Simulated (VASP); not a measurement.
# KF (Fmmm) in VASP: a series of runs, part 2 of 2

VASP 6.6.1. The steps go on from the part before.

## Step 5: Single point, LDA (normal strain along x -0.0700, normal strain along z -0.0375)

File INCAR:

```
SYSTEM = KF
PREC = Accurate
ENCUT = 520
EDIFF = 1E-6
ISMEAR = 0
SIGMA = 0.05
LREAL = .False.
LASPH = .True.
NELM = 100
ALGO = Normal
ISIF = 2
LWAVE = .False.
LCHARG = .False.
GGA = CA
NBANDS = 15
```

File KPOINTS:

```
Automatic mesh
0
Gamma
  8 8 8
  0 0 0
```

File POSCAR:

```
KF
1.0
    0.0000000000      2.5817196783      2.4849051904
    2.4009993008      0.0000000000      2.4849051904
    2.4009993008      2.5817196783      0.0000000000
K F
1 1
Direct
    0.0000000000      0.0000000000      0.0000000000
    0.5000000000      0.5000000000      0.5000000000
```

Potentials or basis: VASP PAW LDA potentials, release 64 (K_sv, F).

Command:

```console
cat potpaw_LDA.64/K_sv/POTCAR potpaw_LDA.64/F/POTCAR > POTCAR
mpirun -np 1 vasp_std > vasp.out
```

OUTCAR:

```text
SYSTEM = KF
   PREC = Accurate
   ENCUT = 520
   EDIFF = 1E-6
   ISMEAR = 0
   LREAL = .False.
   LASPH = .True.
   NELM = 100
   ISIF = 2
   GGA = CA

 ion  position               nearest neighbor table
   1  0.000  0.000  0.000-   2 2.40   2 2.40   2 2.48   2 2.48   2 2.58   2 2.58
   2  0.500  0.500  0.500-   1 2.40   1 2.40   1 2.48   1 2.48   1 2.58   1 2.58

  LATTYP: Found a face centered orthorhombic cell.
 ALAT       =     4.8019986016
 B/A-ratio  =     1.0349462366
 C/A-ratio  =     1.0752688172

  Lattice vectors:

 A1 = (   0.0000000000,   2.5817196783,  -2.4849051904)
 A2 = (   2.4009993008,   2.5817196783,   0.0000000000)
 A3 = (   2.4009993008,   0.0000000000,  -2.4849051904)

Analysis of symmetry for initial positions (statically):
=====================================================================
 Subroutine PRICEL returns:
 Original cell was already a primitive cell.

 Routine SETGRP: Setting up the symmetry group for a
 face centered orthorhombic supercell.

 Subroutine GETGRP returns: Found  8 space group operations
 (whereof  8 operations were pure point group operations)
 out of a pool of  8 trial point group operations.

The static configuration has the point symmetry D_2h.

Analysis of symmetry for dynamics (positions and initial velocities):
=====================================================================
 Subroutine PRICEL returns:
 Original cell was already a primitive cell.

 Routine SETGRP: Setting up the symmetry group for a
 face centered orthorhombic supercell.

 Subroutine GETGRP returns: Found  8 space group operations
 (whereof  8 operations were pure point group operations)
 out of a pool of  8 trial point group operations.

The dynamic configuration has the point symmetry D_2h.

 Subroutine INISYM returns: Found  8 space group operations
 (whereof  8 operations are pure point group operations),
 and found     1 'primitive' translations

----------------------------------------------------------------------------------------

                                     Primitive cell

  volume of cell :      30.8064

  direct lattice vectors                    reciprocal lattice vectors
     0.000000000  2.581719678  2.484905190    -0.208246625  0.193669361  0.201214920
     2.400999301  0.000000000  2.484905190     0.208246625 -0.193669361  0.201214920
     2.400999301  2.581719678  0.000000000     0.208246625  0.193669361 -0.201214920

  length of vectors
     3.583298802  3.455365603  3.525631027     0.348370381  0.348370381  0.348370381

  position of ions in fractional coordinates (direct lattice)
     0.000000000  0.000000000  0.000000000
     0.500000000  0.500000000  0.500000000

  ion indices of the primitive-cell ions
   primitive index   ion index
                 1           1
                 2           2

----------------------------------------------------------------------------------------

 KPOINTS: Automatic mesh

Automatic generation of k-mesh.
 Grid dimensions read from file:
 generate k-points for:    8    8    8

 Generating k-lattice:

  Cartesian coordinates                     Fractional coordinates (reciprocal lattice)
    -0.026030828  0.024208670  0.025151865     0.125000000  0.000000000  0.000000000
     0.026030828 -0.024208670  0.025151865     0.000000000  0.125000000  0.000000000
     0.026030828  0.024208670 -0.025151865     0.000000000  0.000000000  0.125000000

  Length of vectors
     0.043546298  0.043546298  0.043546298

  Shift w.r.t. Gamma in fractional coordinates (k-lattice)
     0.000000000  0.000000000  0.000000000

 Subroutine IBZKPT returns following result:
 ===========================================

 Found     95 irreducible k-points:

 Following reciprocal coordinates:
            Coordinates               Weight
  0.000000  0.000000  0.000000      1.000000
  0.125000  0.000000  0.000000      8.000000
  0.250000  0.000000  0.000000      8.000000
  0.375000  0.000000  0.000000      8.000000
  0.500000  0.000000  0.000000      4.000000
  0.125000  0.125000  0.000000      2.000000
[... 16 lines left out ...]
  0.250000  0.000000  0.125000      8.000000
  0.375000  0.000000  0.125000      8.000000
 [... further k-points ...]
   k-points           NKPTS =     95   k-points in BZ     NKDIM =     95   number of bands    NBANDS=     15
   number of dos      NEDOS =    301   number of ions     NIONS =      2
   total plane-waves  NPLWV =  21952
   dimension x,y,z NGX =    28 NGY =   28 NGZ =   28
   dimension x,y,z NGXF=    56 NGYF=   56 NGZF=   56
   ions per type =               1   1
   NGX,Y,Z   is equivalent  to a cutoff of  12.99, 13.47, 13.20 a.u.
   NGXF,Y,Z  is equivalent  to a cutoff of  25.98, 26.94, 26.41 a.u.
 SYSTEM =  KF
   PREC   = accura    normal or accurate (medium, high low for compatibility)
   ISTART =      0    job   : 0-new  1-cont  2-samecut
   ICHARG =      2    charge: 1-file 2-atom 10-const
   ISPIN  =      1    spin polarized calculation?
   LNONCOLLINEAR =      F non collinear calculations
   LSORBIT =      F    spin-orbit coupling
   LASPH  =      T    aspherical Exc in radial PAW
   ENCUT  =  520.0 eV  38.22 Ry    6.18 a.u.   6.66  6.42  6.56*2*pi/ulx,y,z
   NELM   =    100;   NELMIN=  2; NELMDL= -5     # of ELM steps
   EDIFF  = 0.1E-05   stopping-criterion for ELM
   LREAL  =      F    real-space projection
   EDIFFG = 0.1E-04   stopping-criterion for IOM
   NSW    =      0    number of steps for IOM
   IBRION =     -1    ionic relax: 0-MD 1-quasi-New 2-CG
   NFREE  =      0    steps in history (QN), initial steepest desc. (CG)
   ISIF   =      2    stress and relaxation
   ISYM   =      2    0-nonsym 1-usesym 2-fastsym
   POTIM  = 0.5000    time-step for ionic-motion
   TEBEG  =    0.0;   TEEND  =   0.0 temperature during run
   PSTRESS=    0.0 pullay stress
   NELECT =      16.0000    total number of electrons
   NUPDOWN=      -1.0000    fix difference up-down
   EMIN   =  10.00;   EMAX   =-10.00  energy-range for DOS
   EFERMI =   0.00;   METHOD = LEGACY
   ISMEAR =     0;   SIGMA  =   0.05  broadening in eV -4-tet -1-fermi 0-gaus
   EFERMI_NEDOS =   21; number of points for ismear=-14 and -15
   IALGO  =     38    algorithm
   IMIX   =      4    mixing-type and parameters
     AMIX     =   0.40;   BMIX     =  1.00
     AMIX_MAG =   1.60;   BMIX_MAG =  1.00
  volume/ion in A,a.u.               =      15.40       103.95
  Fermi-wavevector in a.u.,A,eV,Ry     =   1.315935  2.486757 23.561012  1.731686
  Thomas-Fermi vector in A             =   2.446083
   LORBIT       =      0    0 simple, 1 ext, 2 COOP (PROOUT), +10 PAW based schemes
   GGA     = CA    functional components
   LHFCALC =     F    Hartree Fock is set to
   AEXX    =    0.0000 exact exchange contribution
   IVDW    =     0    specifies the selected vdW correction
   LEPSILON=     F    determine dielectric tensor
   LRPA    =     F    only Hartree local field effects (RPA)
 non-spin polarized calculation
 Gauss-broadening in eV      SIGMA  =   0.05
  energy-cutoff  :      520.00
  volume of cell :       30.81
 maximum number of plane-waves:       853
   NGX = 13   NGY = 13   NGZ = 13

 number of electron      15.9999998 magnetization

 Free energy of the ion-electron system (eV)
  ---------------------------------------------------
  ext. energy  EPLUGINS =         0.00000000
  ---------------------------------------------------
  free energy    TOTEN  =        -8.95830995 eV

  energy without entropy =       -8.95830995  energy(sigma->0) =       -8.95830995

 E-fermi :  -2.0142     XC(G=0): -10.1506

 val. band max:       -2.3091557368   @ k =   0.5000   0.5000   0.0000
 cond. band min:       4.4537558491   @ k =   0.0000   0.0000   0.0000
 fundamental gap:      6.7629115858
 Fermi energy:        -2.0142192710

 k-point     1 :       0.0000    0.0000    0.0000
  band No.  band energies     occupation
      1     -27.7040      2.00000
      2     -20.8383      2.00000
      3     -10.9645      2.00000
      4     -10.9079      2.00000
      5     -10.8961      2.00000
      6      -2.6384      2.00000
      7      -2.5275      2.00000
      8      -2.3750      2.00000
      9       4.4538      0.00000
     10       8.2506      0.00000
     11       8.5443      0.00000
     12       8.7910      0.00000
     13      10.2373      0.00000
     14      10.9840      0.00000
[... 401 lines left out ...]
      2     -21.0539      2.00000
      3     -11.3059      2.00000
      4     -11.0642      2.00000
      5     -11.0190      2.00000
      6      -3.3338      2.00000
      7      -2.9232      2.00000
      8      -2.7960      2.00000
      9       7.0114      0.00000
     10       7.8332      0.00000
     11      10.0423      0.00000
     12      10.5496      0.00000
     13      11.7991      0.00000
     14      12.4239      0.00000
     15      17.1294      0.00000

 [... further k-points ...]
[... 5 lines left out ...]
  --------------------------------------------------------------------------------------
  -------------------------------------------------------------------------------------
  Total        2.5186844      0.4645392      1.3710261      0.0000000      0.0000000     -0.0000000
  in kB      130.9915872     24.1597285     71.3042402      0.0000000      0.0000000     -0.0000000
  external PRESSURE =      75.4851853 kB  Pullay stress =       0.0000000 kB

 VOLUME and BASIS-vectors are now :
 -----------------------------------------------------------------------------
  energy-cutoff  :      520.00
  volume of cell :       30.81
      direct lattice vectors                 reciprocal lattice vectors
     0.000000000  2.581719678  2.484905190    -0.208246625  0.193669361  0.201214920
     2.400999301  0.000000000  2.484905190     0.208246625 -0.193669361  0.201214920
     2.400999301  2.581719678  0.000000000     0.208246625  0.193669361 -0.201214920

 POSITION                                       TOTAL-FORCE (eV/Angst)
 -----------------------------------------------------------------------------------
      0.00000      0.00000      0.00000         0.000000     -0.000000      0.000000
      2.40100      2.58172      2.48491        -0.000000      0.000000      0.000000
 -----------------------------------------------------------------------------------
    total drift:                                0.000000      0.000000      0.000000

  FREE ENERGIE OF THE ION-ELECTRON SYSTEM (eV)
  ---------------------------------------------------
  free  energy   TOTEN  =        -8.9583099463 eV

  energy  without entropy=       -8.9583099463  energy(sigma->0) =       -8.95830995
```

Run time: 18 s. Hardware: 1 thread of Intel Xeon 6975P-C (Granite Rapids), shared host; peak memory 0.17 GiB.

Results:

| Item | Value |
| --- | --- |
| Free energy | -8.9583 eV |
| Pressure | 7.5 GPa |
| Band gap on the k mesh | 6.76 eV, indirect (least direct gap 6.83 eV) |

Stress tensor (GPa, compression positive):
```
13.10  0.00  0.00
 0.00  2.42  0.00
 0.00  0.00  7.13
```

Levels at points of the mesh, in eV from the valence-band top:
| k point | band 6 | band 7 | band 8 | band 9 | band 10 | band 11 |
| --- | --- | --- | --- | --- | --- | --- |
| (0.00, 0.00, 0.00) | -0.33 | -0.22 | -0.07 | 6.76 | 10.56 | 10.85 |
| (0.50, 0.00, 0.00) | -1.35 | -0.84 | -0.83 | 9.42 | 11.65 | 12.59 |
| (0.50, 0.50, 0.00) | -0.33 | -0.21 | 0.00 | 7.76 | 11.13 | 12.97 |
| (0.50, 0.00, 0.50) | -0.37 | -0.20 | -0.03 | 7.89 | 11.18 | 12.64 |
| (0.00, 0.50, 0.50) | -0.30 | -0.16 | -0.02 | 7.59 | 11.20 | 13.28 |

Caveat: the cell differs from its parent crystal (normal strain along x -0.0700, normal strain along z -0.0375).

## Step 6: Summary

```csv
cell,gap on the mesh (eV),pressure (GPa)
"a = 3.862, b = 3.802, c = 3.588 Å, angles 62.9, 61.2, 55.8°, 2 atoms",5.73,-1.0
"a = 3.934, b = 3.847, c = 3.557 Å, angles 64.1, 61.6, 54.4°, 2 atoms",5.54,-0.3
"a = 3.517, b = 3.419, c = 3.557 Å, angles 60.5, 57.8, 61.7°, 2 atoms",6.86,9.4
"a = 3.583, b = 3.455, c = 3.526 Å, angles 61.8, 58.2, 60.1°, 2 atoms",6.76,7.5
```

Alike in all rows: task single point; level LDA; potentials or basis VASP PAW LDA potentials, release 64 (K_sv, F); no spin polarisation; k mesh 8 × 8 × 8; cutoff (eV) 520; smearing gaussian 0.05 eV.

Absolute energies hang on the potentials; compare differences alone.
